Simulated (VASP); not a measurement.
# CoF (Fm-3m) in VASP: notebook

The runs below take CoF through single point, relaxation of cell and atoms, with PBE.

Everything below comes from runs of VASP 6.6.1. Logs are shortened: lines on timing, memory, paths and dates and some standing lists are left out, and cuts for length are marked.

**1. The cell of the first run**

Symmetry: Fm-3m, No. 225, cubic system. The conventional cell has a = 4.565 Å, b = 4.565 Å, c = 4.565 Å, α = 90.00°, β = 90.00°, γ = 90.00°. Within 3.0 Å of Co (site symmetry m-3m) lie 6 F at 2.28 Å. F (site symmetry m-3m) has 6 Co at 2.28 Å within 3.0 Å.

**2. Single point, PBE, collinear spin, ferromagnetic start**

Contents of INCAR:

```
PREC = Accurate
ENCUT = 520
EDIFF = 1E-6
ISMEAR = 0
SIGMA = 0.1
LREAL = False
LASPH = True
NELM = 150
ALGO = Normal
ISIF = 2
LWAVE = False
LCHARG = False
ISPIN = 2
MAGMOM = 2.24 0
LORBIT = 11
LMAXMIX = 4
GGA = PE
NBANDS = 19
```

Contents of KPOINTS:

```
Automatic mesh
0
Gamma
  6 6 6
```

Contents of POSCAR:

```
CoF
1.0
    0.0000000000      2.2823821277      2.2823821277
    2.2823821277      0.0000000000      2.2823821277
    2.2823821277      2.2823821277      0.0000000000
Co F
1 1
Direct
    0.0000000000      0.0000000000      0.0000000000
    0.5000000000      0.5000000000      0.5000000000
```

Potentials or basis: VASP PAW PBE potentials, release 64 (Co, F).

On the command line:

```bash
$ cat potpaw_PBE.64/Co/POTCAR potpaw_PBE.64/F/POTCAR > POTCAR
$ mpirun -np 1 vasp_std > vasp.out
```

OUTCAR:

```text
PREC = Accurate
   ENCUT = 520
   EDIFF = 1E-6
   ISMEAR = 0
   LREAL = False
   LASPH = True
   NELM = 150
   ISIF = 2
   ISPIN = 2
   LORBIT = 11
   GGA = PE

 ion  position               nearest neighbor table
   1  0.000  0.000  0.000-   2 2.28   2 2.28   2 2.28   2 2.28   2 2.28   2 2.28
   2  0.500  0.500  0.500-   1 2.28   1 2.28   1 2.28   1 2.28   1 2.28   1 2.28

  LATTYP: Found a face centered cubic cell.
 ALAT       =     4.5647642554

  Lattice vectors:

 A1 = (   0.0000000000,   2.2823821277,   2.2823821277)
 A2 = (   2.2823821277,   0.0000000000,   2.2823821277)
 A3 = (   2.2823821277,   2.2823821277,   0.0000000000)

Analysis of symmetry for initial positions (statically):
=====================================================================
 Subroutine PRICEL returns:
 Original cell was already a primitive cell.

 Routine SETGRP: Setting up the symmetry group for a
 face centered cubic supercell.

 Subroutine GETGRP returns: Found 48 space group operations
 (whereof 48 operations were pure point group operations)
 out of a pool of 48 trial point group operations.

The static configuration has the point symmetry O_h .

Analysis of symmetry for dynamics (positions and initial velocities):
=====================================================================
 Subroutine PRICEL returns:
 Original cell was already a primitive cell.

 Routine SETGRP: Setting up the symmetry group for a
 face centered cubic supercell.

 Subroutine GETGRP returns: Found 48 space group operations
 (whereof 48 operations were pure point group operations)
 out of a pool of 48 trial point group operations.

The dynamic configuration has the point symmetry O_h .

Analysis of structural, dynamic, and magnetic symmetry:
=====================================================================
 Subroutine PRICEL returns:
 Original cell was already a primitive cell.

 Routine SETGRP: Setting up the symmetry group for a
 face centered cubic supercell.

 Subroutine GETGRP returns: Found 48 space group operations
 (whereof 48 operations were pure point group operations)
 out of a pool of 48 trial point group operations.

The overall configuration has the point symmetry O_h .

 Subroutine INISYM returns: Found 48 space group operations
 (whereof 48 operations are pure point group operations),
 and found     1 'primitive' translations

----------------------------------------------------------------------------------------

                                     Primitive cell

  volume of cell :      23.7791

  direct lattice vectors                    reciprocal lattice vectors
     0.000000000  2.282382128  2.282382128    -0.219069364  0.219069364  0.219069364
     2.282382128  0.000000000  2.282382128     0.219069364 -0.219069364  0.219069364
     2.282382128  2.282382128  0.000000000     0.219069364  0.219069364 -0.219069364

  length of vectors
     3.227775760  3.227775760  3.227775760     0.379439268  0.379439268  0.379439268

  position of ions in fractional coordinates (direct lattice)
     0.000000000  0.000000000  0.000000000
     0.500000000  0.500000000  0.500000000

  ion indices of the primitive-cell ions
   primitive index   ion index
                 1           1
                 2           2

----------------------------------------------------------------------------------------

 KPOINTS: Automatic mesh

Automatic generation of k-mesh.
 Grid dimensions read from file:
 generate k-points for:    6    6    6

 Generating k-lattice:

  Cartesian coordinates                     Fractional coordinates (reciprocal lattice)
    -0.036511561  0.036511561  0.036511561     0.166666667  0.000000000  0.000000000
     0.036511561 -0.036511561  0.036511561     0.000000000  0.166666667  0.000000000
     0.036511561  0.036511561 -0.036511561     0.000000000  0.000000000  0.166666667

  Length of vectors
     0.063239878  0.063239878  0.063239878

  Shift w.r.t. Gamma in fractional coordinates (k-lattice)
     0.000000000  0.000000000  0.000000000

 Subroutine IBZKPT returns following result:
 ===========================================

 Found     16 irreducible k-points:

 Following reciprocal coordinates:
            Coordinates               Weight
  0.000000  0.000000  0.000000      1.000000
  0.166667  0.000000  0.000000      8.000000
  0.333333  0.000000  0.000000      8.000000
  0.500000  0.000000  0.000000      4.000000
  0.166667  0.166667  0.000000      6.000000
  0.333333  0.166667  0.000000     24.000000
[... 8 lines left out ...]
 -0.333333  0.333333  0.166667     24.000000
 -0.333333  0.500000  0.166667     12.000000
   k-points           NKPTS =     16   k-points in BZ     NKDIM =     16   number of bands    NBANDS=     19
   number of dos      NEDOS =    301   number of ions     NIONS =      2
   total plane-waves  NPLWV =  13824
   dimension x,y,z NGX =    24 NGY =   24 NGZ =   24
   dimension x,y,z NGXF=    48 NGYF=   48 NGZF=   48
   ions per type =               1   1
   NGX,Y,Z   is equivalent  to a cutoff of  12.36, 12.36, 12.36 a.u.
   NGXF,Y,Z  is equivalent  to a cutoff of  24.72, 24.72, 24.72 a.u.
 SYSTEM =  unknown system
   PREC   = accura    normal or accurate (medium, high low for compatibility)
   ISTART =      0    job   : 0-new  1-cont  2-samecut
   ICHARG =      2    charge: 1-file 2-atom 10-const
   ISPIN  =      2    spin polarized calculation?
   LNONCOLLINEAR =      F non collinear calculations
   LSORBIT =      F    spin-orbit coupling
   LASPH  =      T    aspherical Exc in radial PAW
   ENCUT  =  520.0 eV  38.22 Ry    6.18 a.u.   6.00  6.00  6.00*2*pi/ulx,y,z
   NELM   =    150;   NELMIN=  2; NELMDL= -5     # of ELM steps
   EDIFF  = 0.1E-05   stopping-criterion for ELM
   LREAL  =      F    real-space projection
   EDIFFG = 0.1E-04   stopping-criterion for IOM
   NSW    =      0    number of steps for IOM
   IBRION =     -1    ionic relax: 0-MD 1-quasi-New 2-CG
   NFREE  =      0    steps in history (QN), initial steepest desc. (CG)
   ISIF   =      2    stress and relaxation
   ISYM   =      2    0-nonsym 1-usesym 2-fastsym
   POTIM  = 0.5000    time-step for ionic-motion
   TEBEG  =    0.0;   TEEND  =   0.0 temperature during run
   PSTRESS=    0.0 pullay stress
   NELECT =      16.0000    total number of electrons
   NUPDOWN=      -1.0000    fix difference up-down
   EMIN   =  10.00;   EMAX   =-10.00  energy-range for DOS
   EFERMI =   0.00;   METHOD = LEGACY
   ISMEAR =     0;   SIGMA  =   0.10  broadening in eV -4-tet -1-fermi 0-gaus
   EFERMI_NEDOS =   21; number of points for ismear=-14 and -15
   IALGO  =     38    algorithm
   IMIX   =      4    mixing-type and parameters
     AMIX     =   0.40;   BMIX     =  1.00
     AMIX_MAG =   1.60;   BMIX_MAG =  1.00
  volume/ion in A,a.u.               =      11.89        80.23
  Fermi-wavevector in a.u.,A,eV,Ry     =   1.434553  2.710911 27.999988  2.057941
  Thomas-Fermi vector in A             =   2.553948
   LORBIT       =     11    0 simple, 1 ext, 2 COOP (PROOUT), +10 PAW based schemes
   GGA     = PE    functional components
   LHFCALC =     F    Hartree Fock is set to
   AEXX    =    0.0000 exact exchange contribution
   IVDW    =     0    specifies the selected vdW correction
   LEPSILON=     F    determine dielectric tensor
   LRPA    =     F    only Hartree local field effects (RPA)
 spin polarized calculation
 Gauss-broadening in eV      SIGMA  =   0.10
  energy-cutoff  :      520.00
  volume of cell :       23.78
 maximum number of plane-waves:       650
   NGX = 13   NGY = 13   NGZ = 13

 number of electron      16.0000009 magnetization       2.2083468

 Free energy of the ion-electron system (eV)
  ---------------------------------------------------
  ext. energy  EPLUGINS =         0.00000000
  ---------------------------------------------------
  free energy    TOTEN  =        -9.71423768 eV

  energy without entropy =       -9.70008842  energy(sigma->0) =       -9.70716305

 E-fermi :   6.3468     XC(G=0): -11.1101

 val. band max:        6.3373242316   @ k =  -0.3333   0.3333   0.1667
 cond. band min:       6.3532572990   @ k =   0.5000   0.3333   0.0000
 fundamental gap:      0.0159330674
 Fermi energy:         6.3468306353

 spin component 1

 k-point     1 :       0.0000    0.0000    0.0000
  band No.  band energies     occupation
      1     -19.4099      1.00000
      2      -0.1546      1.00000
      3      -0.1546      1.00000
      4      -0.1546      1.00000
      5       3.5412      1.00000
      6       3.6491      1.00000
[... 11 lines left out ...]
     18      28.1964      0.00000
     19      28.1964      0.00000
[... 309 lines left out ...]
 k-point    16 :      -0.3333    0.5000    0.1667
  band No.  band energies     occupation
      1     -19.0648      1.00000
      2      -1.7003      1.00000
      3      -1.1323      1.00000
      4      -1.1181      1.00000
      5       3.8010      1.00000
      6       4.0392      1.00000
[... 11 lines left out ...]
     18      34.3547      0.00000
     19      35.5543      0.00000
 Fermi energy:         6.3468306353

 spin component 2

 k-point     1 :       0.0000    0.0000    0.0000
  band No.  band energies     occupation
      1     -19.2962      1.00000
      2      -0.0317      1.00000
      3      -0.0317      1.00000
      4      -0.0317      1.00000
      5       3.8429      1.00000
      6       5.4798      1.00000
[... 11 lines left out ...]
     18      29.0199      0.00000
     19      29.0207      0.00000
[... 309 lines left out ...]
 k-point    16 :      -0.3333    0.5000    0.1667
  band No.  band energies     occupation
      1     -18.9485      1.00000
      2      -1.5749      1.00000
      3      -0.9826      1.00000
      4      -0.8794      1.00000
      5       5.1512      1.00000
      6       6.0700      0.99995
[... 11 lines left out ...]
     18      34.3107      0.00000
     19      36.0200      0.00000

------------------------ aborting loop because EDIFF is reached ----------------------------------------

  FORCE on cell =-STRESS in cart. coord.  units (eV):
  Direction    XX          YY          ZZ          XY          YZ          ZX
  --------------------------------------------------------------------------------------
  -------------------------------------------------------------------------------------
  Total        0.0242042      0.0242042      0.0242042      0.0000000      0.0000000     -0.0000000
  in kB        1.6308240      1.6308240      1.6308240      0.0000000      0.0000000     -0.0000000
  external PRESSURE =       1.6308240 kB  Pullay stress =       0.0000000 kB

 VOLUME and BASIS-vectors are now :
 -----------------------------------------------------------------------------
  energy-cutoff  :      520.00
  volume of cell :       23.78
      direct lattice vectors                 reciprocal lattice vectors
     0.000000000  2.282382128  2.282382128    -0.219069364  0.219069364  0.219069364
     2.282382128  0.000000000  2.282382128     0.219069364 -0.219069364  0.219069364
     2.282382128  2.282382128  0.000000000     0.219069364  0.219069364 -0.219069364

 POSITION                                       TOTAL-FORCE (eV/Angst)
 -----------------------------------------------------------------------------------
      0.00000      0.00000      0.00000         0.000000     -0.000000     -0.000000
      2.28238      2.28238      2.28238        -0.000000      0.000000      0.000000
 -----------------------------------------------------------------------------------
    total drift:                                0.000000     -0.000000      0.000000

  FREE ENERGIE OF THE ION-ELECTRON SYSTEM (eV)
  ---------------------------------------------------
  free  energy   TOTEN  =        -9.7142376797 eV

  energy  without entropy=       -9.7000884244  energy(sigma->0) =       -9.70716305

 total charge

# of ion       s       p       d       tot
------------------------------------------
    1        0.213   0.156   7.344   7.713
    2        1.751   4.297   0.000   6.047
--------------------------------------------------
tot          1.963   4.453   7.344  13.761

 magnetization (x)

# of ion       s       p       d       tot
------------------------------------------
    1        0.011   0.006   2.111   2.129
    2        0.009   0.046   0.000   0.055
--------------------------------------------------
tot          0.020   0.052   2.111   2.184
```

Run time: 12 s. Hardware: 1 thread of Intel Xeon Platinum 8259CL at 2.50GHz (Skylake/Cascade Lake), shared host; peak memory 0.15 GiB.

Results:

```yaml
Free_energy: -9.7142 eV
Pressure: 0.2 GPa
Net_moment: 2.21 μB per cell
Site_moments: Co +2.13; F +0.06 μB
Valence_electrons_inside_the_program's_atomic_spheres: Co 7.71; F 6.05
```

Caveat: the k points lie up to 0.40 Å⁻¹ apart; a cell with one magnetic atom can't hold antiferromagnetic order, which such compounds often take; semilocal functionals often make such compounds metallic where correlation or magnetic order opens a gap, which also shifts bond lengths.

[end of part 1 of 2]
